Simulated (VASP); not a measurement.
# Rh (Fm-3m) in VASP: notebook

Runs on Rh. Level: PBEsol. Tasks: single point, relaxation of cell and atoms.

Program: VASP 6.6.1. These are calculated values, not measurements. Logs are shortened: lines on timing, memory, paths and dates and some standing lists are left out, and cuts for length are marked.

## Step 1: The cell of the first run

Symmetry: Fm-3m, No. 225, cubic system. The conventional cell has a = 3.780 Å, b = 3.780 Å, c = 3.780 Å, α = 90.00°, β = 90.00°, γ = 90.00°. Within 3.5 Å of Rh (site symmetry m-3m) lie 12 Rh at 2.67 Å.

## Step 2: Single point, PBEsol

File INCAR:

```
SYSTEM = Rh
PREC     = Accurate       ! precision mode
ENCUT    = 520            ! plane-wave cutoff, eV
EDIFF    = 1E-6           ! SCF threshold, eV
ISMEAR   = 0              ! smearing method
SIGMA    = 0.1            ! smearing width, eV
LREAL    = .False.        ! projectors in reciprocal space
LASPH    = .True.         ! aspherical terms in the spheres
NELM     = 100            ! most SCF steps
ALGO     = Normal         ! electronic algorithm
ISIF     = 2              ! what is computed and relaxed
LWAVE    = .False.        ! write WAVECAR
LCHARG   = .False.        ! write CHGCAR
GGA      = PS             ! functional
NBANDS   = 14             ! bands
```

File KPOINTS:

```
regular mesh
0
Gamma
  18 18 18
  0 0 0
```

File POSCAR:

```
Rh
1.0
    0.0000000000      1.8899965797      1.8899965797
    1.8899965797      0.0000000000      1.8899965797
    1.8899965797      1.8899965797      0.0000000000
Rh
1
Direct
    0.0000000000      0.0000000000      0.0000000000
```

Potentials or basis: VASP PAW PBE potentials, release 64 (Rh_pv).

Launch:

```sh
cat potpaw_PBE.64/Rh_pv/POTCAR > POTCAR
mpirun -np 1 vasp_std > vasp.out
```

OUTCAR:

```text
SYSTEM = Rh
   PREC = Accurate
   ENCUT = 520
   EDIFF = 1E-6
   ISMEAR = 0
   LREAL = .False.
   LASPH = .True.
   NELM = 100
   ISIF = 2
   GGA = PS

 ion  position               nearest neighbor table
   1  0.000  0.000  0.000-

  LATTYP: Found a face centered cubic cell.
 ALAT       =     3.7799931594

  Lattice vectors:

 A1 = (   0.0000000000,   1.8899965797,   1.8899965797)
 A2 = (   1.8899965797,   0.0000000000,   1.8899965797)
 A3 = (   1.8899965797,   1.8899965797,   0.0000000000)

Analysis of symmetry for initial positions (statically):
=====================================================================
 Subroutine PRICEL returns:
 Original cell was already a primitive cell.

 Routine SETGRP: Setting up the symmetry group for a
 face centered cubic supercell.

 Subroutine GETGRP returns: Found 48 space group operations
 (whereof 48 operations were pure point group operations)
 out of a pool of 48 trial point group operations.

The static configuration has the point symmetry O_h .

Analysis of symmetry for dynamics (positions and initial velocities):
=====================================================================
 Subroutine PRICEL returns:
 Original cell was already a primitive cell.

 Routine SETGRP: Setting up the symmetry group for a
 face centered cubic supercell.

 Subroutine GETGRP returns: Found 48 space group operations
 (whereof 48 operations were pure point group operations)
 out of a pool of 48 trial point group operations.

The dynamic configuration has the point symmetry O_h .

 Subroutine INISYM returns: Found 48 space group operations
 (whereof 48 operations are pure point group operations),
 and found     1 'primitive' translations

----------------------------------------------------------------------------------------

                                     Primitive cell

  volume of cell :      13.5025

  direct lattice vectors                    reciprocal lattice vectors
     0.000000000  1.889996580  1.889996580    -0.264550743  0.264550743  0.264550743
     1.889996580  0.000000000  1.889996580     0.264550743 -0.264550743  0.264550743
     1.889996580  1.889996580  0.000000000     0.264550743  0.264550743 -0.264550743

  length of vectors
     2.672858796  2.672858796  2.672858796     0.458215329  0.458215329  0.458215329

  position of ions in fractional coordinates (direct lattice)
     0.000000000  0.000000000  0.000000000

  ion indices of the primitive-cell ions
   primitive index   ion index
                 1           1

----------------------------------------------------------------------------------------

 KPOINTS: regular mesh

Automatic generation of k-mesh.
 Grid dimensions read from file:
 generate k-points for:   18   18   18

 Generating k-lattice:

  Cartesian coordinates                     Fractional coordinates (reciprocal lattice)
    -0.014697264  0.014697264  0.014697264     0.055555556  0.000000000  0.000000000
     0.014697264 -0.014697264  0.014697264     0.000000000  0.055555556  0.000000000
     0.014697264  0.014697264 -0.014697264     0.000000000  0.000000000  0.055555556

  Length of vectors
     0.025456407  0.025456407  0.025456407

  Shift w.r.t. Gamma in fractional coordinates (k-lattice)
     0.000000000  0.000000000  0.000000000

 Subroutine IBZKPT returns following result:
 ===========================================

 Found    195 irreducible k-points:

 Following reciprocal coordinates:
            Coordinates               Weight
  0.000000  0.000000  0.000000      1.000000
  0.055556  0.000000  0.000000      8.000000
  0.111111  0.000000  0.000000      8.000000
  0.166667  0.000000  0.000000      8.000000
  0.222222  0.000000  0.000000      8.000000
  0.277778  0.000000  0.000000      8.000000
[... 16 lines left out ...]
 -0.277778  0.055556  0.000000     24.000000
 -0.222222  0.055556  0.000000     24.000000
 [... further k-points ...]
   k-points           NKPTS =    195   k-points in BZ     NKDIM =    195   number of bands    NBANDS=     14
   number of dos      NEDOS =    301   number of ions     NIONS =      1
   total plane-waves  NPLWV =   8000
   dimension x,y,z NGX =    20 NGY =   20 NGZ =   20
   dimension x,y,z NGXF=    40 NGYF=   40 NGZF=   40
   ions per type =               1
   NGX,Y,Z   is equivalent  to a cutoff of  12.44, 12.44, 12.44 a.u.
   NGXF,Y,Z  is equivalent  to a cutoff of  24.88, 24.88, 24.88 a.u.
 SYSTEM =  Rh
   PREC   = accura    normal or accurate (medium, high low for compatibility)
   ISTART =      0    job   : 0-new  1-cont  2-samecut
   ICHARG =      2    charge: 1-file 2-atom 10-const
   ISPIN  =      1    spin polarized calculation?
   LNONCOLLINEAR =      F non collinear calculations
   LSORBIT =      F    spin-orbit coupling
   LASPH  =      T    aspherical Exc in radial PAW
   ENCUT  =  520.0 eV  38.22 Ry    6.18 a.u.   4.97  4.97  4.97*2*pi/ulx,y,z
   NELM   =    100;   NELMIN=  2; NELMDL= -5     # of ELM steps
   EDIFF  = 0.1E-05   stopping-criterion for ELM
   LREAL  =      F    real-space projection
   EDIFFG = 0.1E-04   stopping-criterion for IOM
   NSW    =      0    number of steps for IOM
   IBRION =     -1    ionic relax: 0-MD 1-quasi-New 2-CG
   NFREE  =      0    steps in history (QN), initial steepest desc. (CG)
   ISIF   =      2    stress and relaxation
   ISYM   =      2    0-nonsym 1-usesym 2-fastsym
   POTIM  = 0.5000    time-step for ionic-motion
   TEBEG  =    0.0;   TEEND  =   0.0 temperature during run
   PSTRESS=    0.0 pullay stress
   NELECT =      15.0000    total number of electrons
   NUPDOWN=      -1.0000    fix difference up-down
   EMIN   =  10.00;   EMAX   =-10.00  energy-range for DOS
   EFERMI =   0.00;   METHOD = LEGACY
   ISMEAR =     0;   SIGMA  =   0.10  broadening in eV -4-tet -1-fermi 0-gaus
   EFERMI_NEDOS =   21; number of points for ismear=-14 and -15
   IALGO  =     38    algorithm
   IMIX   =      4    mixing-type and parameters
     AMIX     =   0.40;   BMIX     =  1.00
     AMIX_MAG =   1.60;   BMIX_MAG =  1.00
  volume/ion in A,a.u.               =      13.50        91.12
  Fermi-wavevector in a.u.,A,eV,Ry     =   1.695512  3.204053 39.113503  2.874761
  Thomas-Fermi vector in A             =   2.776543
   LORBIT       =      0    0 simple, 1 ext, 2 COOP (PROOUT), +10 PAW based schemes
   GGA     = PS    functional components
   LHFCALC =     F    Hartree Fock is set to
   AEXX    =    0.0000 exact exchange contribution
   IVDW    =     0    specifies the selected vdW correction
   LEPSILON=     F    determine dielectric tensor
   LRPA    =     F    only Hartree local field effects (RPA)
 non-spin polarized calculation
 Gauss-broadening in eV      SIGMA  =   0.10
  energy-cutoff  :      520.00
  volume of cell :       13.50
 maximum number of plane-waves:       375
   NGX =  9   NGY =  9   NGZ =  9

 number of electron      15.0000006 magnetization

 Free energy of the ion-electron system (eV)
  ---------------------------------------------------
  ext. energy  EPLUGINS =         0.00000000
  ---------------------------------------------------
  free energy    TOTEN  =        -8.14121092 eV

  energy without entropy =       -8.13462143  energy(sigma->0) =       -8.13791618

 E-fermi :  12.0971     XC(G=0): -14.3356

 val. band max:       12.0903872516   @ k =   0.5000   0.2222   0.1111
 cond. band min:      12.0999818322   @ k =   0.5000   0.3889   0.0556
 fundamental gap:      0.0095945806
 Fermi energy:        12.0971080276

 k-point     1 :       0.0000    0.0000    0.0000
  band No.  band energies     occupation
      1     -34.2809      2.00000
      2     -34.2809      2.00000
      3     -34.2809      2.00000
      4       3.9011      2.00000
      5       8.9035      2.00000
      6       8.9035      2.00000
      7       8.9035      2.00000
      8      11.0763      2.00000
      9      11.0763      2.00000
     10      28.0095      0.00000
     11      32.3938      0.00000
     12      33.5630      0.00000
     13      33.5630      0.00000
     14      33.5630      0.00000

 k-point     2 :       0.0556    0.0000    0.0000
  band No.  band energies     occupation
      1     -34.3054      2.00000
      2     -34.2842      2.00000
      3     -34.2842      2.00000
      4       4.0282      2.00000
      5       8.8456      2.00000
      6       8.9539      2.00000
      7       8.9539      2.00000
      8      11.0473      2.00000
      9      11.0473      2.00000
     10      28.1983      0.00000
     11      32.3908      0.00000
     12      32.8632      0.00000
     13      33.7515      0.00000
     14      33.7515      0.00000

 k-point     3 :       0.1111    0.0000    0.0000
  band No.  band energies     occupation
      1     -34.3757      2.00000
      2     -34.2936      2.00000
      3     -34.2936      2.00000
      4       4.3927      2.00000
      5       8.7008      2.00000
      6       9.0857      2.00000
      7       9.0857      2.00000
      8      10.9846      2.00000
      9      10.9846      2.00000
     10      28.7052      0.00000
     11      31.3975      0.00000
     12      32.3980      0.00000
     13      34.2990      0.00000
     14      34.2990      0.00000
[... 324 lines left out ...]
 k-point    23 :      -0.2778    0.0556    0.0000
  band No.  band energies     occupation
      1     -34.7907      2.00000
      2     -34.3773      2.00000
      3     -34.3430      2.00000
      4       6.0219      2.00000
      5       9.0365      2.00000
      6       9.2569      2.00000
      7       9.2587      2.00000
      8      11.2516      2.00000
      9      12.0360      1.61243
     10      25.8892      0.00000
     11      29.3558      0.00000
     12      32.3953      0.00000
     13      34.9050      0.00000
     14      37.3049      0.00000

 k-point    24 :      -0.2222    0.0556    0.0000
  band No.  band energies     occupation
      1     -34.6599      2.00000
      2     -34.3580      2.00000
      3     -34.3238      2.00000
      4       5.7625      2.00000
      5       8.5430      2.00000
      6       9.3085      2.00000
      7       9.3633      2.00000
      8      10.8687      2.00000
      9      11.5739      2.00000
     10      27.6216      0.00000
     11      29.8116      0.00000
     12      32.3951      0.00000
     13      35.1441      0.00000
     14      36.9734      0.00000

 [... further k-points ...]

------------------------ aborting loop because EDIFF is reached ----------------------------------------

  FORCE on cell =-STRESS in cart. coord.  units (eV):
  Direction    XX          YY          ZZ          XY          YZ          ZX
  --------------------------------------------------------------------------------------
  -------------------------------------------------------------------------------------
  Total       -0.0080646     -0.0080646     -0.0080646     -0.0000000      0.0000000     -0.0000000
  in kB       -0.9569322     -0.9569322     -0.9569322     -0.0000000      0.0000000     -0.0000000
  external PRESSURE =      -0.9569322 kB  Pullay stress =       0.0000000 kB

 VOLUME and BASIS-vectors are now :
 -----------------------------------------------------------------------------
  energy-cutoff  :      520.00
  volume of cell :       13.50
      direct lattice vectors                 reciprocal lattice vectors
     0.000000000  1.889996580  1.889996580    -0.264550743  0.264550743  0.264550743
     1.889996580  0.000000000  1.889996580     0.264550743 -0.264550743  0.264550743
     1.889996580  1.889996580  0.000000000     0.264550743  0.264550743 -0.264550743

 POSITION                                       TOTAL-FORCE (eV/Angst)
 -----------------------------------------------------------------------------------
      0.00000      0.00000      0.00000         0.000000     -0.000000     -0.000000
 -----------------------------------------------------------------------------------
    total drift:                               -0.000000     -0.000000     -0.000000

  FREE ENERGIE OF THE ION-ELECTRON SYSTEM (eV)
  ---------------------------------------------------
  free  energy   TOTEN  =        -8.1412109190 eV

  energy  without entropy=       -8.1346214332  energy(sigma->0) =       -8.13791618
```

Run time: 23 s. Hardware: 1 thread of AMD EPYC 7R43 (Zen 3), shared host; peak memory 0.11 GiB.

Results:

```yaml
Free_energy: -8.1412 eV
Pressure: -0.1 GPa
```

Caveat: the PAW data sets were made with another functional, which shifts forces and pressure a little.

## Step 3: Relaxation of cell and atoms, PBEsol

This run uses another cell than the first one, of 13.75 Å³/atom, 1.018 times its volume.

File INCAR:

```
SYSTEM = Rh
PREC = Accurate ; ENCUT = 600
EDIFF = 1E-7 ; ISMEAR = 0
SIGMA = 0.1 ; LREAL = .False.
LASPH = .True. ; NELM = 100
ALGO = Normal ; ISIF = 3
LWAVE = .False. ; LCHARG = .False.
GGA = PS ; IBRION = 2
NSW = 100 ; EDIFFG = -0.005
```

File KPOINTS:

```
Automatic mesh
0
Gamma
  18 18 18
  0 0 0
```

File POSCAR:

```
Rh
1.0
    0.0000000000      1.9015500000      1.9015500000
    1.9015500000      0.0000000000      1.9015500000
    1.9015500000      1.9015500000      0.0000000000
Rh
1
Direct
    0.0000000000      0.0000000000      0.0000000000
```

Potentials or basis: VASP PAW PBE potentials, release 64 (Rh_pv).

Launch:

```sh
cat potpaw_PBE.64/Rh_pv/POTCAR > POTCAR
mpirun -np 1 vasp_std > vasp.out
```

Run time: 89 s. Hardware: 1 thread of AMD EPYC 7R43 (Zen 3), shared host; peak memory 0.14 GiB.

It converged, with:

| Item | Value |
| --- | --- |
| Free energy | -8.1419 eV |
| Relaxed volume | 13.49 Å³/atom |
| Relaxed cell | a = 2.672 Å, b = 2.672 Å, c = 2.672 Å, α = 60.00°, β = 60.00°, γ = 60.00° |
| Space group after relaxing (to 0.05 Å) | Fm-3m (No. 225) |
| Energy gained by relaxing | 4.4 meV/atom |
| Ionic steps | 4 |
| Pressure after relaxing | 0.0 GPa |

The path:
```
step  energy change (eV)  largest force (eV/Å)  pressure (GPa)  volume (Å³)
   1              0.0000                0.0000           -5.36        13.75
   2              0.0265                0.0000           16.29        12.86
   3             -0.0044                0.0000           -0.10        13.50
   4             -0.0044                0.0000            0.01        13.49
```

Final structure:
```
Rh
1.0
     0.00000    1.88958    1.88958
     1.88958    0.00000    1.88958
     1.88958    1.88958    0.00000
Rh
1
Direct
  0.00000 0.00000 0.00000
```

Levels at points of the mesh, in eV from the Fermi level:
```tsv
k point	band 5	band 6	band 7	band 8	band 9	band 10
(0.00, 0.00, 0.00)	-3.20	-3.20	-3.20	-1.02	-1.02	15.91
(0.50, 0.00, 0.00)	-3.27	-3.27	0.59	0.59	0.62	8.78
(0.50, 0.50, 0.00)	-6.16	0.57	1.02	1.02	3.20	12.46
```

Caveat: the PAW data sets were made with another functional, which shifts forces and pressure a little.

## Step 4: Single point, PBEsol (strained)

File INCAR:

```
PREC     = Accurate       # precision mode
ENCUT    = 520            # plane-wave cutoff, eV
EDIFF    = 1E-7           # SCF threshold, eV
ISMEAR   = 0              # smearing method
SIGMA    = 0.1            # smearing width, eV
LREAL    = False          # projectors in reciprocal space
LASPH    = True           # aspherical terms in the spheres
NELM     = 80             # most SCF steps
ALGO     = Normal         # electronic algorithm
ISIF     = 2              # what is computed and relaxed
LWAVE    = False          # write WAVECAR
LCHARG   = False          # write CHGCAR
GGA      = PS             # functional
NBANDS   = 14             # bands
```

File KPOINTS:

```
regular mesh
0
Gamma
  18 18 18
```

File POSCAR:

```
Rh
1.0
    0.0000000000      1.9218395385      1.9218395385
    1.9218395385      0.0000000000      1.9218395385
    1.9218395385      1.9218395385      0.0000000000
Rh
1
Direct
    0.0000000000      0.0000000000      0.0000000000
```

Launch:

```sh
cat potpaw_PBE.64/Rh_pv/POTCAR > POTCAR
mpirun -np 1 vasp_std > vasp.out
```

Run time: 16 s. Hardware: 1 thread of Intel Xeon Platinum 8488C (Sapphire Rapids), shared host; peak memory 0.15 GiB.

The run converged. Its results:

```yaml
Free_energy: -8.1117 eV
Pressure: -13.1 GPa
```

Levels at points of the mesh, in eV from the Fermi level:
```
           k point  band 5  band 6  band 7  band 8  band 9  band 10
(0.00, 0.00, 0.00)   -2.95   -2.95   -2.95   -0.95   -0.95    15.95
(0.50, 0.00, 0.00)   -3.02   -3.02    0.54    0.54    0.69     8.26
(0.50, 0.50, 0.00)   -5.70    0.52    0.93    0.93    3.14    11.82
```

Caveat: the cell differs from its parent crystal (strained); the PAW data sets were made with another functional, which shifts forces and pressure a little.

## Step 5: Summary

```csv
task,cell,cutoff (eV),gap on the mesh (eV),pressure (GPa)
single point,"a = 2.673 Å, angles 60.0°, 1 atom",520,none,-0.1
relaxation of cell and atoms,"relaxed from a = 2.689 Å, angles 60.0°, 1 atom",600,none,0.0
single point,"a = 2.718 Å, angles 60.0°, 1 atom",520,none,-13.1
```

Alike in all rows: level PBEsol; potentials or basis VASP PAW PBE potentials, release 64 (Rh_pv); no spin polarisation; k mesh 18 × 18 × 18; smearing gaussian 0.1 eV.

Caveats: the PAW data sets were made with another functional, which shifts forces and pressure a little.

Total energies depend on the potentials used, so only differences within one code and one set of settings carry meaning.
